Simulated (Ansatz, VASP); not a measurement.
**KB3H8: VASP beside Ansatz**

File INCAR:

```
SYSTEM = KB3H8
ALGO = Normal
EDIFF = 1E-8
ENCUT = 520
GGA = PE
ISIF = 2
ISMEAR = -1
ISYM = 0
LASPH = .TRUE.
LCHARG = .FALSE.
LEFG = .TRUE.
LREAL = Auto
LWAVE = .FALSE.
NBANDS = 44
NELM = 100
PREC = Accurate
SIGMA = 0.05
```

Contents of KPOINTS:

```
k-points
0
G
  6 6 4
  0 0 0
```

POSCAR

```
KB3H8
1.0
    3.7128150000     -4.0404300000      0.0000000000
    3.7128150000      4.0404300000      0.0000000000
    0.0000000000      0.0000000000      8.1959500000
K B H
2 6 16
Direct
    0.6699800000      0.3300200000      0.7500000000
    0.3300200000      0.6699800000      0.2500000000
    0.2787000000      0.7213000000      0.6403900000
    0.7213000000      0.2787000000      0.1403900000
    0.7213000000      0.2787000000      0.3596100000
    0.2787000000      0.7213000000      0.8596100000
    0.0893000000      0.9107000000      0.7500000000
    0.9107000000      0.0893000000      0.2500000000
    0.2013100000      0.5223100000      0.5891900000
    0.7986900000      0.4776900000      0.0891900000
    0.5223100000      0.2013100000      0.4108100000
    0.4776900000      0.7986900000      0.9108100000
    0.7986900000      0.4776900000      0.4108100000
    0.2013100000      0.5223100000      0.9108100000
    0.4776900000      0.7986900000      0.5891900000
    0.5223100000      0.2013100000      0.0891900000
    0.1356000000      0.8644000000      0.5768600000
    0.8644000000      0.1356000000      0.0768600000
    0.8644000000      0.1356000000      0.4231400000
    0.1356000000      0.8644000000      0.9231400000
    0.8710700000      0.8550700000      0.7500000000
    0.1289300000      0.1449300000      0.2500000000
    0.8550700000      0.8710700000      0.2500000000
    0.1449300000      0.1289300000      0.7500000000
```

Input for Ansatz:

```yaml
crystal:
  lattice:
    - [3.712815, -4.04043, 0.0]
    - [3.712815, 4.04043, 0.0]
    - [0.0, 0.0, 8.19595]
  atoms:
    - { symbol: K, position: [0.66998, 0.33002, 0.75] }
    - { symbol: K, position: [0.33002, 0.66998, 0.25] }
    - { symbol: B, position: [0.2787, 0.7213, 0.64039] }
    - { symbol: B, position: [0.7213, 0.2787, 0.14039] }
    - { symbol: B, position: [0.7213, 0.2787, 0.35961] }
    - { symbol: B, position: [0.2787, 0.7213, 0.85961] }
    - { symbol: B, position: [0.0893, 0.9107, 0.75] }
    - { symbol: B, position: [0.9107, 0.0893, 0.25] }
    - { symbol: H, position: [0.20131, 0.52231, 0.58919] }
    - { symbol: H, position: [0.79869, 0.47769, 0.08919] }
    - { symbol: H, position: [0.52231, 0.20131, 0.41081] }
    - { symbol: H, position: [0.47769, 0.79869, 0.91081] }
    - { symbol: H, position: [0.79869, 0.47769, 0.41081] }
    - { symbol: H, position: [0.20131, 0.52231, 0.91081] }
    - { symbol: H, position: [0.47769, 0.79869, 0.58919] }
    - { symbol: H, position: [0.52231, 0.20131, 0.08919] }
    - { symbol: H, position: [0.1356, 0.8644, 0.57686] }
    - { symbol: H, position: [0.8644, 0.1356, 0.07686] }
    - { symbol: H, position: [0.8644, 0.1356, 0.42314] }
    - { symbol: H, position: [0.1356, 0.8644, 0.92314] }
    - { symbol: H, position: [0.87107, 0.85507, 0.75] }
    - { symbol: H, position: [0.12893, 0.14493, 0.25] }
    - { symbol: H, position: [0.85507, 0.87107, 0.25] }
    - { symbol: H, position: [0.14493, 0.12893, 0.75] }
  symmetry: { detect: false }
kpoints:
  mp_grid: { grid: [6, 6, 4] }
scf:
  occupations: { method: fermi_dirac, width: 0.05 }
hamiltonian:
  xc: pbe
  pseudopotentials: { kind: paw }
output:
  forces: true
  stress: true
  populations: true
  efg:
    quadrupole_moments_barn: { K: 0.0603, B: 0.04059, H: 0.00285783 }
    contact_densities: true
  write_density: true
  write_potential: true
  elf: true
  volumetric_format: npy
```

Alike in both runs: task electric field gradients; functional PBE; k mesh 6 × 6 × 4; occupations fermi-dirac, width 0.05 eV; no spin polarisation.

|  | VASP | Ansatz |
| --- | --- | --- |
| version | VASP 6.6.1 | Ansatz 0.2.0 |
| potentials or method | VASP PAW PBE potentials, release 64 (K_sv, B, H) | plane-wave PAW, scalar-relativistic |
| plane-wave cutoff (eV) | 520 | 420 |
| valence electrons in the cell | 52 | 52 |

VASP gave:

| Item | Value |
| --- | --- |
| gap on the k mesh at the Fermi level (eV) | 5.68 |
| pressure (GPa) | 0.0 |
| traceless stress, the component that is largest in VASP (GPa) | 0.13 |
| rms of the force components (eV/Å) | 0.012 |
| size of Vzz on the site where it differs most (V/Å²) | 24.7 |

Question: Which values does Ansatz return?

Answer: gap on the k mesh at the Fermi level (eV): 5.68; pressure (GPa): 0.1; traceless stress, the component that is largest in VASP (GPa): 0.14; rms of the force components (eV/Å): 0.012; size of Vzz on the site where it differs most (V/Å²): 21.7.

Atom by atom the forces differ by 0.005 eV/Å (rms over components).
